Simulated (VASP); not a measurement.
A run of VASP 6.6.1 is set up as follows.

File POSCAR:

```
SiO2
1.0
    5.0605222284      0.0000000000      0.0000000000
   -2.5302611142      4.3825408062      0.0000000000
    0.0000000000      0.0000000000      5.5413533100
Si O
3 6
Direct
    0.0000000000      0.5000000000      0.3333333333
    0.5000000000      0.5000000000      0.6666666667
    0.5000000000      0.0000000000      0.0000000000
    0.5827892600      0.7913946300      0.8333333333
    0.7913946300      0.5827892600      0.5000000000
    0.7913946300      0.2086053700      0.1666666667
    0.4172107400      0.2086053700      0.8333333333
    0.2086053700      0.4172107400      0.5000000000
    0.2086053700      0.7913946300      0.1666666667
```

The input INCAR.step1:

```
PREC = Accurate ; ENCUT = 520
ISMEAR = 0 ; SIGMA = 0.02
LREAL = F ; LASPH = T
NELM = 60 ; NBANDS = 34
GGA = PE ; ALGO = Normal
EDIFF = 1E-4 ; LWAVE = T
LCHARG = F
```

The input INCAR.step2:

```
PREC = Accurate ; ENCUT = 520
EDIFF = 1E-6 ; ISMEAR = 0
SIGMA = 0.02 ; LREAL = F
LASPH = T ; NELM = 60
ALGO = Normal ; ISIF = 2
LWAVE = F ; LCHARG = F
METAGGA = R2SCAN ; LMIXTAU = T
NBANDS = 34 ; ISTART = 1
```

File KPOINTS:

```
Automatic mesh
0
Gamma
  6 6 4
```

Potentials or basis: VASP PAW PBE potentials, release 64 (Si, O).

The run is started by

```sh
$ cat potpaw_PBE.64/Si/POTCAR potpaw_PBE.64/O/POTCAR > POTCAR
$ cp INCAR.step1 INCAR
$ mpirun -np 1 vasp_std > vasp.out
$ cp INCAR.step2 INCAR
$ mpirun -np 1 vasp_std > vasp.out
```

Problem. Estimate the largest force.

Solution. 0.020 eV/Å.

Problem. What does it give for the pressure?

Solution. 0.3 GPa.

Forces in eV/Å, atoms in the order of the input:
```
Si   0.000  0.000  0.000
Si   0.000  0.000  0.000
Si   0.000  0.000  0.000
O    0.017  0.010  0.000
O    0.000  0.020  0.000
O    0.017 -0.010  0.000
O   -0.017 -0.010  0.000
O    0.000 -0.020  0.000
O   -0.017  0.010  0.000
```

Caveat: the PAW data sets were made with another functional, which shifts forces and pressure a little.
